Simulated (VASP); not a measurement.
# CdIr (P6/mmm) in VASP: a series of runs

The runs below take CdIr through single point, with r2SCAN.

Everything below comes from runs of VASP 6.6.1. Logs are shortened: lines on timing, memory, paths and dates and some standing lists are left out, and cuts for length are marked.

### Step 1. The cell of the first run

It takes space group P6/mmm (No. 191, hexagonal). Conventional cell: a = 3.285 Å, b = 3.285 Å, c = 4.448 Å, α = 90.00°, β = 90.00°, γ = 120.00°. Within 2.9 Å of Cd (site symmetry 6/mmm) lie 2 Ir at 2.22 Å. Ir (site symmetry 6/mmm) has 2 Cd at 2.22 Å within 2.9 Å.

### Step 2. Single point, r2SCAN

POSCAR reads:

```
CdIr
1.0
    3.2853797500      0.0000000000      0.0000000000
   -1.6426898800      2.8452223300      0.0000000000
    0.0000000000      0.0000000000      4.4478366900
Cd Ir
1 1
Direct
    0.0000000000      0.0000000000      0.0000000000
    0.0000000000      0.0000000000      0.5000000000
```

INCAR.step1 reads:

```
PREC = Accurate ; ENCUT = 700
ISMEAR = 1 ; SIGMA = 0.1
LREAL = False ; LASPH = True
NELM = 120 ; NBANDS = 26
GGA = PE ; ALGO = Normal
EDIFF = 1E-5 ; LWAVE = True
LCHARG = False ; GGA_COMPAT = False
```

INCAR.step2 reads:

```
PREC = Accurate ; ENCUT = 700
EDIFF = 1E-6 ; ISMEAR = 1
SIGMA = 0.1 ; LREAL = False
LASPH = True ; NELM = 120
ALGO = Normal ; ISIF = 2
LWAVE = False ; LCHARG = False
METAGGA = R2SCAN ; LMIXTAU = True
NBANDS = 26 ; ISTART = 1
GGA_COMPAT = False
```

KPOINTS reads:

```
regular mesh
0
Gamma
  8 8 5
```

Potentials or basis: VASP PAW PBE potentials, release 64 (Cd_sv_GW, Ir_sv_GW).

The run is started by

```sh
$ cat potpaw_PBE.64/Cd_sv_GW/POTCAR potpaw_PBE.64/Ir_sv_GW/POTCAR > POTCAR
$ cp INCAR.step1 INCAR
$ mpirun -np 1 vasp_std > vasp.out
$ cp INCAR.step2 INCAR
$ mpirun -np 1 vasp_std > vasp.out
```

OUTCAR:

```text
PREC = Accurate
   ENCUT = 700
   EDIFF = 1E-6
   ISMEAR = 1
   LREAL = False
   LASPH = True
   NELM = 120
   ISIF = 2
   METAGGA = R2SCAN
   ISTART = 1

 ion  position               nearest neighbor table
   1  0.000  0.000  0.000-   2 2.22   2 2.22
   2  0.000  0.000  0.500-   1 2.22   1 2.22

  LATTYP: Found a hexagonal cell.
 ALAT       =     3.2853797500
 C/A-ratio  =     1.3538272676

  Lattice vectors:

 A1 = (   3.2853797500,   0.0000000000,   0.0000000000)
 A2 = (  -1.6426898800,   2.8452223300,   0.0000000000)
 A3 = (   0.0000000000,   0.0000000000,   4.4478366900)

Analysis of symmetry for initial positions (statically):
=====================================================================
 Subroutine PRICEL returns:
 Original cell was already a primitive cell.

 Routine SETGRP: Setting up the symmetry group for a
 hexagonal supercell.

 Subroutine GETGRP returns: Found 24 space group operations
 (whereof 24 operations were pure point group operations)
 out of a pool of 24 trial point group operations.

The static configuration has the point symmetry D_6h.

Analysis of symmetry for dynamics (positions and initial velocities):
=====================================================================
 Subroutine PRICEL returns:
 Original cell was already a primitive cell.

 Routine SETGRP: Setting up the symmetry group for a
 hexagonal supercell.

 Subroutine GETGRP returns: Found 24 space group operations
 (whereof 24 operations were pure point group operations)
 out of a pool of 24 trial point group operations.

The dynamic configuration has the point symmetry D_6h.

 Subroutine INISYM returns: Found 24 space group operations
 (whereof 24 operations are pure point group operations),
 and found     1 'primitive' translations

----------------------------------------------------------------------------------------

                                     Primitive cell

  volume of cell :      41.5768

  direct lattice vectors                    reciprocal lattice vectors
     3.285379750  0.000000000  0.000000000     0.304378816  0.175733192  0.000000000
    -1.642689880  2.845222330  0.000000000     0.000000000  0.351466383  0.000000000
     0.000000000  0.000000000  4.447836690     0.000000000  0.000000000  0.224828399

  length of vectors
     3.285379750  3.285379757  4.447836690     0.351466383  0.351466383  0.224828399

  position of ions in fractional coordinates (direct lattice)
[... 76 lines left out ...]
   LASPH  =      T    aspherical Exc in radial PAW
   ENCUT  =  700.0 eV  51.45 Ry    7.17 a.u.   7.09  7.09  9.60*2*pi/ulx,y,z
   NELM   =    120;   NELMIN=  2; NELMDL=  0     # of ELM steps
   EDIFF  = 0.1E-05   stopping-criterion for ELM
   LREAL  =      F    real-space projection
   EDIFFG = 0.1E-04   stopping-criterion for IOM
   NSW    =      0    number of steps for IOM
   IBRION =     -1    ionic relax: 0-MD 1-quasi-New 2-CG
   NFREE  =      0    steps in history (QN), initial steepest desc. (CG)
   ISIF   =      2    stress and relaxation
   ISYM   =      2    0-nonsym 1-usesym 2-fastsym
   POTIM  = 0.5000    time-step for ionic-motion
   TEBEG  =    0.0;   TEEND  =   0.0 temperature during run
   PSTRESS=    0.0 pullay stress
   NELECT =      37.0000    total number of electrons
   NUPDOWN=      -1.0000    fix difference up-down
   EMIN   =  10.00;   EMAX   =-10.00  energy-range for DOS
   EFERMI =   0.00;   METHOD = LEGACY
   ISMEAR =     1;   SIGMA  =   0.10  broadening in eV -4-tet -1-fermi 0-gaus
   EFERMI_NEDOS =   21; number of points for ismear=-14 and -15
   IALGO  =     38    algorithm
   IMIX   =      4    mixing-type and parameters
     AMIX     =   0.40;   BMIX     =  1.00
     AMIX_MAG =   1.60;   BMIX_MAG =  1.00
  volume/ion in A,a.u.               =      20.79       140.29
  Fermi-wavevector in a.u.,A,eV,Ry     =   1.574678  2.975711 33.737170  2.479612
  Thomas-Fermi vector in A             =   2.675776
   LORBIT       =      0    0 simple, 1 ext, 2 COOP (PROOUT), +10 PAW based schemes
   METAGGA = R2SCAN    functional components
   LHFCALC =     F    Hartree Fock is set to
   AEXX    =    0.0000 exact exchange contribution
   IVDW    =     0    specifies the selected vdW correction
   LEPSILON=     F    determine dielectric tensor
   LRPA    =     F    only Hartree local field effects (RPA)
 non-spin polarized calculation
 Methfessel and Paxton  Order N= 1 SIGMA  =   0.10
  energy-cutoff  :      700.00
  volume of cell :       41.58
 maximum number of plane-waves:      1777
   NGX = 15   NGY = 15   NGZ = 19

 number of electron      37.0000000 magnetization

 Free energy of the ion-electron system (eV)
  ---------------------------------------------------
  ext. energy  EPLUGINS =         0.00000000
  ---------------------------------------------------
  free energy    TOTEN  =       -68.21200294 eV

  energy without entropy =      -68.21382942  energy(sigma->0) =      -68.21261177

 E-fermi :   6.1020     XC(G=0): -12.3897

 val. band max:        6.0193587034   @ k =   0.3750   0.0000   0.4000
 cond. band min:       6.1559223185   @ k =   0.3750   0.0000   0.4000
 fundamental gap:      0.1365636151
 Fermi energy:         6.1020292330

 k-point     1 :       0.0000    0.0000    0.0000
  band No.  band energies     occupation
      1     -99.4602      2.00000
      2     -87.1572      2.00000
      3     -59.8336      2.00000
      4     -59.5365      2.00000
      5     -59.5365      2.00000
      6     -43.5751      2.00000
[... 685 lines left out ...]
     25      19.2026      0.00000
     26      20.6625      0.00000

 [... further k-points ...]

------------------------ aborting loop because EDIFF is reached ----------------------------------------

  FORCE on cell =-STRESS in cart. coord.  units (eV):
  Direction    XX          YY          ZZ          XY          YZ          ZX
  --------------------------------------------------------------------------------------
  -------------------------------------------------------------------------------------
  Total       -6.3072848     -6.3072848     31.5467053      0.0000000     -0.0000000      0.0000000
  in kB     -243.0537943   -243.0537952   1215.6651689      0.0000004     -0.0000000      0.0000000
  external PRESSURE =     243.1858598 kB  Pullay stress =       0.0000000 kB

 VOLUME and BASIS-vectors are now :
 -----------------------------------------------------------------------------
  energy-cutoff  :      700.00
  volume of cell :       41.58
      direct lattice vectors                 reciprocal lattice vectors
     3.285379750  0.000000000  0.000000000     0.304378816  0.175733192  0.000000000
    -1.642689880  2.845222330  0.000000000     0.000000000  0.351466383  0.000000000
     0.000000000  0.000000000  4.447836690     0.000000000  0.000000000  0.224828399

 POSITION                                       TOTAL-FORCE (eV/Angst)
 -----------------------------------------------------------------------------------
      0.00000      0.00000      0.00000        -0.000000      0.000000      0.000000
      0.00000      0.00000      2.22392         0.000000      0.000000      0.000000
 -----------------------------------------------------------------------------------
    total drift:                               -0.000000     -0.000000      0.000000

  FREE ENERGIE OF THE ION-ELECTRON SYSTEM (eV)
  ---------------------------------------------------
  free  energy   TOTEN  =       -68.2120029379 eV

  energy  without entropy=      -68.2138294232  energy(sigma->0) =      -68.21261177
```

Run time: 96 s. Hardware: 1 thread of Intel Xeon Platinum 8559C (Emerald Rapids), shared host; peak memory 0.22 GiB.

What came out:

| Item | Value |
| --- | --- |
| Free energy | -68.2120 eV |
| Pressure | 24.3 GPa |
| Band gap on the k mesh | zero (an odd number of electrons rules out a gap without spin polarisation) |

Levels at points of the mesh, in eV from the Fermi level:
```tsv
k point	band 15	band 16	band 17	band 18	band 19	band 20	band 21	band 22
(0.00, 0.00, 0.00)	-3.18	-1.42	-1.42	-0.15	-0.15	1.37	6.85	11.75
(0.50, 0.00, 0.00)	-2.23	-1.41	-1.32	-0.39	0.42	2.15	5.67	6.33
```

Caveat: the stress differs along the axes, from -24 to 122 GPa; the PAW data sets were made with another functional, which shifts forces and pressure a little; spin-orbit coupling is left out, which moves the levels of the heavy elements.

### Step 3. Single point, r2SCAN

POSCAR is that of step 2.

INCAR.step1 reads:

```
SYSTEM = CdIr
PREC     = Accurate       ! precision mode
ENCUT    = 700            ! plane-wave cutoff, eV
ISMEAR   = 1              ! smearing method
SIGMA    = 0.1            ! smearing width, eV
LREAL    = .FALSE.        ! projectors in reciprocal space
LASPH    = .TRUE.         ! aspherical terms in the spheres
NELM     = 120            ! most SCF steps
NBANDS   = 26             ! bands
GGA      = PE             ! functional
ALGO     = Normal         ! electronic algorithm
EDIFF    = 1E-5           ! SCF threshold, eV
LWAVE    = .TRUE.         ! write WAVECAR
LCHARG   = .FALSE.        ! write CHGCAR
GGA_COMPAT= .FALSE.
```

INCAR.step2 reads:

```
SYSTEM = CdIr
PREC     = Accurate       ! precision mode
ENCUT    = 700            ! plane-wave cutoff, eV
EDIFF    = 1E-6           ! SCF threshold, eV
ISMEAR   = 1              ! smearing method
SIGMA    = 0.1            ! smearing width, eV
LREAL    = .FALSE.        ! projectors in reciprocal space
LASPH    = .TRUE.         ! aspherical terms in the spheres
NELM     = 120            ! most SCF steps
ALGO     = Normal         ! electronic algorithm
ISIF     = 2              ! what is computed and relaxed
LWAVE    = .FALSE.        ! write WAVECAR
LCHARG   = .FALSE.        ! write CHGCAR
METAGGA  = R2SCAN         ! meta-GGA
LMIXTAU  = .TRUE.       
NBANDS   = 26             ! bands
ISTART   = 1            
GGA_COMPAT= .FALSE.
```

KPOINTS reads:

```
regular mesh
0
G
  8 8 5
  0 0 0
```

Potentials or basis: VASP PAW PBE potentials, release 64 (Cd_sv_GW, Ir_sv_GW).

The run is started by

```sh
$ cat potpaw_PBE.64/Cd_sv_GW/POTCAR potpaw_PBE.64/Ir_sv_GW/POTCAR > POTCAR
$ cp INCAR.step1 INCAR
$ mpirun -np 1 vasp_std > vasp.out
$ cp INCAR.step2 INCAR
$ mpirun -np 1 vasp_std > vasp.out
```

Run time: 3.1 min. Hardware: 1 thread of Intel Xeon Platinum 8375C at 2.90GHz (Ice Lake), shared host; peak memory 0.23 GiB.

The run converged. Its results:

- Free energy: -68.2120 eV
- Pressure: 24.3 GPa
- Band gap on the k mesh: zero (an odd number of electrons rules out a gap without spin polarisation)

Stress tensor (GPa, compression positive):
```
-24.31   0.00   0.00
  0.00 -24.31   0.00
  0.00   0.00 121.57
```

Levels at points of the mesh, in eV from the Fermi level:
```
           k point  band 14  band 15  band 16  band 17  band 18  band 19  band 20  band 21  band 22  band 23
(0.00, 0.00, 0.00)    -7.80    -3.18    -1.42    -1.42    -0.15    -0.15     1.37     6.85    11.75    11.75
(0.50, 0.00, 0.00)    -3.60    -2.23    -1.41    -1.32    -0.39     0.42     2.15     5.67     6.33     7.31
```

Caveat: the stress differs along the axes, from -24 to 122 GPa; the PAW data sets were made with another functional, which shifts forces and pressure a little; spin-orbit coupling is left out, which moves the levels of the heavy elements.

The gap in the log of VASP goes by the Fermi energy; the results here count the filled bands.